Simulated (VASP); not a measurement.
# O (P-1) in VASP: a series of runs, part 2 of 2

VASP 6.6.1. The steps go on from the part before.

**4. Single point, r2SCAN**

This run uses another cell than the first one, of 10.48 Å³/atom, 1.005 times its volume.

POSCAR

```
O
1.0
   -0.0204900000      2.1219600000      2.2011500000
    2.2665200000     -0.0253100000      2.2059600000
    2.2253300000      2.0855800000      0.0158800000
O
2
Direct
    0.2486025861      0.2525768884      0.2458397469
    0.0048800000      0.9865200000      0.0070100000
```

INCAR.step1

```
SYSTEM = O
ALGO     = Normal         ! electronic algorithm
EDIFF    = 1E-4           ! SCF threshold, eV
ENCUT    = 520            ! plane-wave cutoff, eV
GGA      = PE             ! functional
ISMEAR   = -1             ! smearing method
LASPH    = .True.         ! aspherical terms in the spheres
LCHARG   = .False.        ! write CHGCAR
LREAL    = .False.        ! projectors in reciprocal space
LWAVE    = .True.         ! write WAVECAR
NBANDS   = 13             ! bands
NELM     = 100            ! most SCF steps
PREC     = Accurate       ! precision mode
SIGMA    = 0.1            ! smearing width, eV
```

INCAR.step2

```
SYSTEM = O
ALGO     = Normal         ! electronic algorithm
EDIFF    = 1E-6           ! SCF threshold, eV
ENCUT    = 520            ! plane-wave cutoff, eV
ISIF     = 2              ! what is computed and relaxed
ISMEAR   = -1             ! smearing method
ISTART   = 1            
LASPH    = .True.         ! aspherical terms in the spheres
LCHARG   = .False.        ! write CHGCAR
LMIXTAU  = .True.       
LREAL    = .False.        ! projectors in reciprocal space
LWAVE    = .False.        ! write WAVECAR
METAGGA  = R2SCAN         ! meta-GGA
NBANDS   = 13             ! bands
NELM     = 100            ! most SCF steps
PREC     = Accurate       ! precision mode
SIGMA    = 0.1            ! smearing width, eV
```

KPOINTS

```
k-points
0
Gamma
  5 5 5
  0 0 0
```

Potentials or basis: VASP PAW PBE potentials, release 64 (O).

The run is started by

```bash
cat potpaw_PBE.64/O/POTCAR > POTCAR
cp INCAR.step1 INCAR
mpirun -np 1 vasp_std > vasp.out
cp INCAR.step2 INCAR
mpirun -np 1 vasp_std > vasp.out
```

OUTCAR:

```text
SYSTEM = O
   EDIFF = 1E-6
   ENCUT = 520
   ISIF = 2
   ISMEAR = -1
   ISTART = 1
   LASPH = .True.
   LREAL = .False.
   METAGGA = R2SCAN
   NELM = 100
   PREC = Accurate

 ion  position               nearest neighbor table
   1  0.249  0.253  0.246-   2 1.88   2 1.89   2 1.90   2 1.93
   2  0.005  0.987  0.007-   1 1.88   1 1.89   1 1.90   1 1.93

  LATTYP: Found a triclinic cell.
 ALAT       =     3.0420393841
 B/A-ratio  =     1.4435357955
 C/A-ratio  =     1.0312390170
 COS(alpha) =     0.0032442887
 COS(beta)  =     0.4859418905
 COS(gamma) =     0.7182423562

  Lattice vectors:

 A1 = (  -0.0411900000,   2.1108900000,  -2.1900800000)
 A2 = (  -0.0207000000,  -0.0110700000,  -4.3912300000)
 A3 = (  -2.2870100000,   2.1472700000,  -0.0048100000)

Analysis of symmetry for initial positions (statically):
=====================================================================
 Subroutine PRICEL returns:
 Original cell was already a primitive cell.

 Routine SETGRP: Setting up the symmetry group for a
 triclinic supercell.

 Subroutine GETGRP returns: Found  2 space group operations
 (whereof  1 operations were pure point group operations)
[... 179 lines left out ...]
      6      -0.6880      1.99984
      7      -0.4607      1.99849
      8      -0.0730      1.92984
      9      10.4883      0.00000
     10      24.0689      0.00000
     11      24.5008      0.00000
     12      24.7541      0.00000
     13      25.7137      0.00000
[... 354 lines left out ...]
  band No.  band energies     occupation
      1     -20.9875      2.00000
      2     -16.9354      2.00000
      3      -5.6306      2.00000
      4      -4.9481      2.00000
      5      -2.8869      2.00000
      6      -0.4837      1.99880
      7       1.1215      0.00036
      8       1.3975      0.00002
      9      13.1226      0.00000
     10      16.1806      0.00000
     11      23.0359      0.00000
     12      23.6628      0.00000
     13      28.6393      0.00000

 [... further k-points ...]

------------------------ aborting loop because EDIFF is reached ----------------------------------------

  FORCE on cell =-STRESS in cart. coord.  units (eV):
  Direction    XX          YY          ZZ          XY          YZ          ZX
  --------------------------------------------------------------------------------------
  -------------------------------------------------------------------------------------
  Total        0.0549102     -0.7545188     -0.4110179      0.0806310      0.3803285     -0.9892220
  in kB        4.1966390    -57.6658470    -31.4129943      6.1624146     29.0674844    -75.6035853
  external PRESSURE =     -28.2940674 kB  Pullay stress =       0.0000000 kB

 VOLUME and BASIS-vectors are now :
 -----------------------------------------------------------------------------
  energy-cutoff  :      520.00
  volume of cell :       20.96
      direct lattice vectors                 reciprocal lattice vectors
    -0.020490000  2.121960000  2.201150000    -0.219482786  0.232452461  0.228175260
     2.266520000 -0.025310000  2.205960000     0.217377676 -0.233674299  0.227291000
     2.225330000  2.085580000  0.015880000     0.225949386  0.240139855 -0.229397117

 POSITION                                       TOTAL-FORCE (eV/Angst)
 -----------------------------------------------------------------------------------
      1.11445      1.03385      1.10829         0.507821     -0.988853     -0.051179
      2.25147      0.00001      2.18708        -0.507821      0.988853      0.051179
 -----------------------------------------------------------------------------------
    total drift:                                0.000002      0.000012     -0.000011

  FREE ENERGIE OF THE ION-ELECTRON SYSTEM (eV)
  ---------------------------------------------------
  free  energy   TOTEN  =        -7.5231641999 eV

  energy  without entropy=       -7.4716116766  energy(sigma->0) =       -7.49738794
```

OSZICAR.step1:

```text
N       E                     dE             d eps       ncg     rms          rms(c)
DAV:   1     0.362148228017E+02    0.36215E+02   -0.66436E+03  1670   0.873E+02
DAV:   2    -0.513125366834E+01   -0.41346E+02   -0.39344E+02  2024   0.180E+02
DAV:   3    -0.622014245124E+01   -0.10889E+01   -0.10757E+01  1998   0.268E+01
DAV:   4    -0.622291617969E+01   -0.27737E-02   -0.27736E-02  2073   0.166E+00
DAV:   5    -0.622292604410E+01   -0.98644E-05   -0.98642E-05  1851   0.886E-02    0.115E+00
DAV:   6    -0.621838050285E+01    0.45455E-02   -0.53834E-03  2108   0.477E-01    0.588E-01
DAV:   7    -0.621849101712E+01   -0.11051E-03   -0.48861E-03  2033   0.472E-01    0.942E-02
DAV:   8    -0.621863931857E+01   -0.14830E-03   -0.31489E-04  1988   0.151E-01    0.116E-02
DAV:   9    -0.621864427914E+01   -0.49606E-05   -0.11818E-05  1264   0.290E-02
   1 F= -.62186443E+01 E0= -.61907666E+01  d E =-.557553E-01
```

Wall time 17 s (1 thread of Intel Xeon 6975P-C (Granite Rapids), shared host); peak memory 0.13 GiB.

Results:

```
Free energy            : -7.5232 eV
Pressure               : -2.8 GPa
Largest force          : 1.113 eV/Å
Band gap on the k mesh : zero (band 6 reaches 0.53 eV, above the bottom of band 7 at -0.46 eV)
```

Forces on the atoms (eV/Å):
```
O    0.508 -0.989 -0.051
O   -0.508  0.989  0.051
```

Caveat: the k points lie up to 0.50 Å⁻¹ apart; the PAW data sets were made with another functional, which shifts forces and pressure a little.

**5. Single point, r2SCAN**

This run uses another cell than the first one, of 10.48 Å³/atom, 1.005 times its volume.

Edit POSCAR of step 4 so:

```diff
@@ -8,3 +8,3 @@
 Direct
-    0.2486025861      0.2525768884      0.2458397469
+    0.2507974139      0.2504031116      0.2435802531
     0.0048800000      0.9865200000      0.0070100000
```

INCAR.step1

```
PREC     = Accurate       # precision mode
ENCUT    = 520            # plane-wave cutoff, eV
ISMEAR   = -1             # smearing method
SIGMA    = 0.1            # smearing width, eV
LREAL    = F              # projectors in reciprocal space
LASPH    = T              # aspherical terms in the spheres
NELM     = 60             # most SCF steps
NBANDS   = 13             # bands
GGA      = PE             # functional
ALGO     = Normal         # electronic algorithm
EDIFF    = 1E-4           # SCF threshold, eV
LWAVE    = T              # write WAVECAR
LCHARG   = F              # write CHGCAR
```

INCAR.step2

```
PREC     = Accurate       # precision mode
ENCUT    = 520            # plane-wave cutoff, eV
EDIFF    = 1E-7           # SCF threshold, eV
ISMEAR   = -1             # smearing method
SIGMA    = 0.1            # smearing width, eV
LREAL    = F              # projectors in reciprocal space
LASPH    = T              # aspherical terms in the spheres
NELM     = 60             # most SCF steps
ALGO     = Normal         # electronic algorithm
ISIF     = 2              # what is computed and relaxed
LWAVE    = F              # write WAVECAR
LCHARG   = F              # write CHGCAR
METAGGA  = R2SCAN         # meta-GGA
LMIXTAU  = T            
NBANDS   = 13             # bands
ISTART   = 1
```

KPOINTS

```
regular mesh
0
Gamma
  5 5 5
```

The run is started by

```bash
cat potpaw_PBE.64/O/POTCAR > POTCAR
cp INCAR.step1 INCAR
mpirun -np 1 vasp_std > vasp.out
cp INCAR.step2 INCAR
mpirun -np 1 vasp_std > vasp.out
```

Run time: 20 s. Hardware: 1 thread of Intel Xeon 6975P-C (Granite Rapids), shared host; peak memory 0.13 GiB.

Results (log left out):

- Free energy: -7.5195 eV
- Pressure: -2.8 GPa
- Largest force: 1.011 eV/Å
- Band gap on the k mesh: zero (band 6 reaches 0.54 eV, above the bottom of band 7 at -0.50 eV)

Forces on the atoms (eV/Å):
```
O    0.220 -0.980 -0.120
O   -0.220  0.980  0.120
```

Stress tensor (GPa, compression positive):
```
 0.47  0.39 -7.64
 0.39 -5.78  0.88
-7.64  0.88 -3.19
```

Levels at points of the mesh, in eV from the Fermi level:
| k point | band 2 | band 3 | band 4 | band 5 | band 6 | band 7 | band 8 | band 9 | band 10 | band 11 |
| --- | --- | --- | --- | --- | --- | --- | --- | --- | --- | --- |
| (0.00, 0.00, 0.00) | -14.61 | -4.40 | -3.86 | -3.75 | -0.90 | -0.76 | -0.34 | 10.23 | 23.81 | 24.24 |

Caveat: the k points lie up to 0.50 Å⁻¹ apart; the PAW data sets were made with another functional, which shifts forces and pressure a little.
